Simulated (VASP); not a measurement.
# Cu4O (P6/mmm) in VASP: relaxation of cell and atoms with PBE

Aim: the relaxation of cell and atoms of Cu4O with PBE.

Program: VASP 6.6.1. These are calculated values, not measurements. Logs are shortened: lines on timing, memory, paths and dates and some standing lists are left out, and cuts for length are marked.

## Step 1: The cell of the first run

The structure is hexagonal, space group P6/mmm (No. 191). The conventional cell has a = 4.978 Å, b = 4.978 Å, c = 3.560 Å, α = 90.00°, β = 90.00°, γ = 120.00°. Within 2.5 Å of Cu (site symmetry 6/mmm) lie 2 O at 1.78 Å and 6 Cu at 2.49 Å. Cu (site symmetry mmm) has 6 Cu at 2.49 Å and 4 O at 3.06 Å within 3.3 Å. O (site symmetry 6/mmm) has 2 Cu at 1.78 Å within 2.4 Å.

The cell was generated, and may not be a known phase.

## Step 2: Relaxation of cell and atoms, PBE

File INCAR:

```
  PREC = Accurate
  ENCUT = 600
  EDIFF = 1E-6
  ISMEAR = 0
  SIGMA = 0.1
  LREAL = F
  LASPH = T
  NELM = 60
  ALGO = Normal
  ISIF = 3
  LWAVE = F
  LCHARG = F
  GGA = PE
  IBRION = 2
  NSW = 100
  EDIFFG = -0.01
```

File KPOINTS:

```
Automatic mesh
0
Gamma
  12 12 10
```

File POSCAR:

```
Cu4O
1.0
    4.9778661272      0.0000000000      0.0000000000
   -2.4889330636      4.3109585228      0.0000000000
    0.0000000000      0.0000000000      3.5599115216
Cu O
4 1
Direct
    0.0000000000      0.0000000000      0.0000000000
    0.5000000000      0.0000000000      0.0000000000
    0.0000000000      0.5000000000      0.0000000000
    0.5000000000      0.5000000000      0.0000000000
    0.0000000000      0.0000000000      0.5000000000
```

Potentials or basis: VASP PAW PBE potentials, release 64 (Cu, O).

Run with:

```bash
cat potpaw_PBE.64/Cu/POTCAR potpaw_PBE.64/O/POTCAR > POTCAR
mpirun -np 1 vasp_std > vasp.out
```

OUTCAR:

```text
PREC = Accurate
   ENCUT = 600
   EDIFF = 1E-6
   ISMEAR = 0
   LREAL = F
   LASPH = T
   NELM = 60
   ISIF = 3
   GGA = PE
   IBRION = 2
   NSW = 100
   EDIFFG = -0.01

 ion  position               nearest neighbor table
   1  0.000  0.000  0.000-   5 1.78   5 1.78   2 2.49   2 2.49   4 2.49   3 2.49   3 2.49   4 2.49

   2  0.500  0.000  0.000-   1 2.49   1 2.49   4 2.49   4 2.49   3 2.49   3 2.49
   3  0.000  0.500  0.000-   4 2.49   4 2.49   1 2.49   1 2.49   2 2.49   2 2.49
   4  0.500  0.500  0.000-   3 2.49   3 2.49   1 2.49   2 2.49   2 2.49   1 2.49
   5  0.000  0.000  0.500-   1 1.78   1 1.78

  LATTYP: Found a hexagonal cell.
 ALAT       =     4.9778661272
 C/A-ratio  =     0.7151481038

  Lattice vectors:

 A1 = (   4.9778661272,   0.0000000000,   0.0000000000)
 A2 = (  -2.4889330636,   4.3109585228,   0.0000000000)
 A3 = (   0.0000000000,   0.0000000000,   3.5599115216)

Analysis of symmetry for initial positions (statically):
=====================================================================
 Subroutine PRICEL returns:
 Original cell was already a primitive cell.

 Routine SETGRP: Setting up the symmetry group for a
 hexagonal supercell.

 Subroutine GETGRP returns: Found 24 space group operations
 (whereof 24 operations were pure point group operations)
 out of a pool of 24 trial point group operations.

The static configuration has the point symmetry D_6h.

Analysis of symmetry for dynamics (positions and initial velocities):
=====================================================================
 Subroutine PRICEL returns:
 Original cell was already a primitive cell.

 Routine SETGRP: Setting up the symmetry group for a
 hexagonal supercell.

 Subroutine GETGRP returns: Found 24 space group operations
 (whereof 24 operations were pure point group operations)
 out of a pool of 24 trial point group operations.

The dynamic configuration has the point symmetry D_6h.

 Subroutine INISYM returns: Found 24 space group operations
 (whereof 24 operations are pure point group operations),
 and found     1 'primitive' translations

----------------------------------------------------------------------------------------

                                     Primitive cell

  volume of cell :      76.3935

  direct lattice vectors                    reciprocal lattice vectors
     4.977866127  0.000000000  0.000000000     0.200889292  0.115983487  0.000000000
    -2.488933064  4.310958523  0.000000000     0.000000000  0.231966973  0.000000000
     0.000000000  0.000000000  3.559911522     0.000000000  0.000000000  0.280905858

  length of vectors
     4.977866127  4.977866127  3.559911522     0.231966973  0.231966973  0.280905858

  position of ions in fractional coordinates (direct lattice)
     0.000000000  0.000000000  0.000000000
     0.500000000  0.000000000  0.000000000
     1.000000000  0.500000000  0.000000000
     0.500000000  0.500000000  0.000000000
     0.000000000  0.000000000  0.500000000

  ion indices of the primitive-cell ions
   primitive index   ion index
                 1           1
                 2           2
                 3           3
                 4           4
                 5           5

----------------------------------------------------------------------------------------

 KPOINTS: Automatic mesh

Automatic generation of k-mesh.
 Grid dimensions read from file:
 generate k-points for:   12   12   10

 Generating k-lattice:

  Cartesian coordinates                     Fractional coordinates (reciprocal lattice)
     0.016740774  0.009665291  0.000000000     0.083333333  0.000000000  0.000000000
     0.000000000  0.019330581  0.000000000     0.000000000  0.083333333  0.000000000
     0.000000000  0.000000000  0.028090586     0.000000000  0.000000000  0.100000000

  Length of vectors
     0.019330581  0.019330581  0.028090586

  Shift w.r.t. Gamma in fractional coordinates (k-lattice)
     0.000000000  0.000000000  0.000000000

 Subroutine IBZKPT returns following result:
 ===========================================

 Found    114 irreducible k-points:

 Following reciprocal coordinates:
            Coordinates               Weight
  0.000000  0.000000  0.000000      1.000000
  0.083333 -0.000000  0.000000      6.000000
  0.166667  0.000000  0.000000      6.000000
  0.250000  0.000000  0.000000      6.000000
  0.333333  0.000000  0.000000      6.000000
  0.416667 -0.000000  0.000000      6.000000
[... 16 lines left out ...]
  0.250000  0.000000  0.100000     12.000000
  0.333333  0.000000  0.100000     12.000000
 [... further k-points ...]
   k-points           NKPTS =    114   k-points in BZ     NKDIM =    114   number of bands    NBANDS=     30
   number of dos      NEDOS =    301   number of ions     NIONS =      5
   total plane-waves  NPLWV =  44800
   dimension x,y,z NGX =    40 NGY =   40 NGZ =   28
   dimension x,y,z NGXF=    80 NGYF=   80 NGZF=   56
   ions per type =               4   1
   NGX,Y,Z   is equivalent  to a cutoff of  13.36, 13.36, 13.08 a.u.
   NGXF,Y,Z  is equivalent  to a cutoff of  26.72, 26.72, 26.15 a.u.
 SYSTEM =  unknown system
   PREC   = accura    normal or accurate (medium, high low for compatibility)
   ISTART =      0    job   : 0-new  1-cont  2-samecut
   ICHARG =      2    charge: 1-file 2-atom 10-const
   ISPIN  =      1    spin polarized calculation?
   LNONCOLLINEAR =      F non collinear calculations
   LSORBIT =      F    spin-orbit coupling
   LASPH  =      T    aspherical Exc in radial PAW
   ENCUT  =  600.0 eV  44.10 Ry    6.64 a.u.   9.94  9.94  7.11*2*pi/ulx,y,z
   NELM   =     60;   NELMIN=  2; NELMDL= -5     # of ELM steps
   EDIFF  = 0.1E-05   stopping-criterion for ELM
   LREAL  =      F    real-space projection
   EDIFFG = -.1E-01   stopping-criterion for IOM
   NSW    =    100    number of steps for IOM
   IBRION =      2    ionic relax: 0-MD 1-quasi-New 2-CG
   NFREE  =      1    steps in history (QN), initial steepest desc. (CG)
   ISIF   =      3    stress and relaxation
   ISYM   =      2    0-nonsym 1-usesym 2-fastsym
   POTIM  = 0.5000    time-step for ionic-motion
   TEBEG  =    0.0;   TEEND  =   0.0 temperature during run
   PSTRESS=    0.0 pullay stress
   NELECT =      50.0000    total number of electrons
   NUPDOWN=      -1.0000    fix difference up-down
   EMIN   =  10.00;   EMAX   =-10.00  energy-range for DOS
   EFERMI =   0.00;   METHOD = LEGACY
   ISMEAR =     0;   SIGMA  =   0.10  broadening in eV -4-tet -1-fermi 0-gaus
   EFERMI_NEDOS =   21; number of points for ismear=-14 and -15
   IALGO  =     38    algorithm
   IMIX   =      4    mixing-type and parameters
     AMIX     =   0.40;   BMIX     =  1.00
     AMIX_MAG =   1.60;   BMIX_MAG =  1.00
  volume/ion in A,a.u.               =      15.28       103.11
  Fermi-wavevector in a.u.,A,eV,Ry     =   1.421388  2.686034 27.488460  2.020345
  Thomas-Fermi vector in A             =   2.542203
   LORBIT       =      0    0 simple, 1 ext, 2 COOP (PROOUT), +10 PAW based schemes
   GGA     = PE    functional components
   LHFCALC =     F    Hartree Fock is set to
   AEXX    =    0.0000 exact exchange contribution
   IVDW    =     0    specifies the selected vdW correction
   LEPSILON=     F    determine dielectric tensor
   LRPA    =     F    only Hartree local field effects (RPA)
 conjugate gradient relaxation of ions
 non-spin polarized calculation
 Gauss-broadening in eV      SIGMA  =   0.10
  energy-cutoff  :      600.00
  volume of cell :       76.39
 maximum number of plane-waves:      2576
 NGX is ok and might be reduce to    40
   NGX = 19   NGY = 19   NGZ = 15

--------------------------------------- Ionic step        1  -------------------------------------------

 number of electron      49.9999970 magnetization

 Free energy of the ion-electron system (eV)
  ---------------------------------------------------
  ext. energy  EPLUGINS =         0.00000000
  ---------------------------------------------------
  free energy    TOTEN  =       -17.88805184 eV

  energy without entropy =      -17.87280583  energy(sigma->0) =      -17.88042883

------------------------ aborting loop because EDIFF is reached ----------------------------------------

  FORCE on cell =-STRESS in cart. coord.  units (eV):
  Direction    XX          YY          ZZ          XY          YZ          ZX
  --------------------------------------------------------------------------------------
  -------------------------------------------------------------------------------------
  Total        0.1559857      0.1559857      0.5031471      0.0000000      0.0000000      0.0000000
  in kB        3.2714405      3.2714405     10.5523533      0.0000000      0.0000000      0.0000000
  external PRESSURE =       5.6984115 kB  Pullay stress =       0.0000000 kB
[... 180 lines left out ...]
  energy  without entropy=      -17.8739866793  energy(sigma->0) =      -17.88158719

--------------------------------------- Ionic step        6  -------------------------------------------

 number of electron      49.9999966 magnetization

 Free energy of the ion-electron system (eV)
  ---------------------------------------------------
  ext. energy  EPLUGINS =         0.00000000
  ---------------------------------------------------
  free energy    TOTEN  =       -17.88918471 eV

  energy without entropy =      -17.87398191  energy(sigma->0) =      -17.88158331

 E-fermi :   3.2803     XC(G=0): -10.4213

 val. band max:        3.2785858113   @ k =   0.2500   0.2500   0.3000
 cond. band min:       3.2910004793   @ k =   0.3333   0.0000   0.3000
 fundamental gap:      0.0124146680
 Fermi energy:         3.2803201540

 k-point     1 :       0.0000    0.0000    0.0000
  band No.  band energies     occupation
      1     -14.6451      2.00000
      2      -2.7864      2.00000
      3      -0.7834      2.00000
      4      -0.7834      2.00000
      5      -0.7004      2.00000
      6      -0.4460      2.00000
[... 781 lines left out ...]
     29       9.7331      0.00000
     30      10.5829      0.00000

 [... further k-points ...]

------------------------ aborting loop because EDIFF is reached ----------------------------------------

  FORCE on cell =-STRESS in cart. coord.  units (eV):
  Direction    XX          YY          ZZ          XY          YZ          ZX
  --------------------------------------------------------------------------------------
  -------------------------------------------------------------------------------------
  Total       -0.0114986     -0.0114986      0.0071223      0.0000000     -0.0000000      0.0000000
  in kB       -0.2398445     -0.2398445      0.1485613      0.0000000     -0.0000000      0.0000000
  external PRESSURE =      -0.1103759 kB  Pullay stress =       0.0000000 kB
[... 20 lines left out ...]
  FREE ENERGIE OF THE ION-ELECTRON SYSTEM (eV)
  ---------------------------------------------------
  free  energy   TOTEN  =       -17.8891847074 eV

  energy  without entropy=      -17.8739819056  energy(sigma->0) =      -17.88158331

 reached required accuracy - stopping structural energy minimisation
```

Wall time 31 min (1 thread of Intel Xeon 8259CL, shared host); peak memory 0.39 GiB.

What came out:

| Item | Value |
| --- | --- |
| Free energy | -17.8892 eV |
| Relaxed volume | 15.36 Å³/atom |
| Relaxed cell | a = 4.981 Å, b = 4.981 Å, c = 3.575 Å, α = 90.00°, β = 90.00°, γ = 120.00° |
| Space group after relaxing (to 0.1 Å) | P6/mmm (No. 191) |
| Energy gained by relaxing | 0.2 meV/atom |
| Ionic steps | 6 |
| Pressure after relaxing | 0.0 GPa |
| Band gap on the k mesh | zero (bands 25 and 26 overlap by 1.29 eV) |

Step by step:
```csv
step,energy change (eV),largest force (eV/Å),pressure (GPa),volume (Å³)
1,0.0000,0.0000,0.57,76.39
2,-0.0010,0.0000,-0.20,77.00
3,-0.0011,0.0000,-0.11,76.87
4,-0.0011,0.0000,-0.06,76.85
5,-0.0011,0.0000,0.22,76.81
6,-0.0011,0.0000,-0.01,76.81
```

Final structure:
```yaml
crystal:
  lattice:
    - [4.98089, 0.00000, 0.00000]
    - [-2.49045, 4.31358, 0.00000]
    - [0.00000, 0.00000, 3.57504]
  atoms:
    - { symbol: Cu, position: [0.00000, 0.00000, 0.00000] }
    - { symbol: Cu, position: [0.50000, 0.00000, 0.00000] }
    - { symbol: Cu, position: [0.00000, 0.50000, 0.00000] }
    - { symbol: Cu, position: [0.50000, 0.50000, 0.00000] }
    - { symbol: O, position: [0.00000, 0.00000, 0.50000] }
```

With open d or f shells a metallic result of PBE can be an artefact of self-interaction; +U or a hybrid may open a gap.
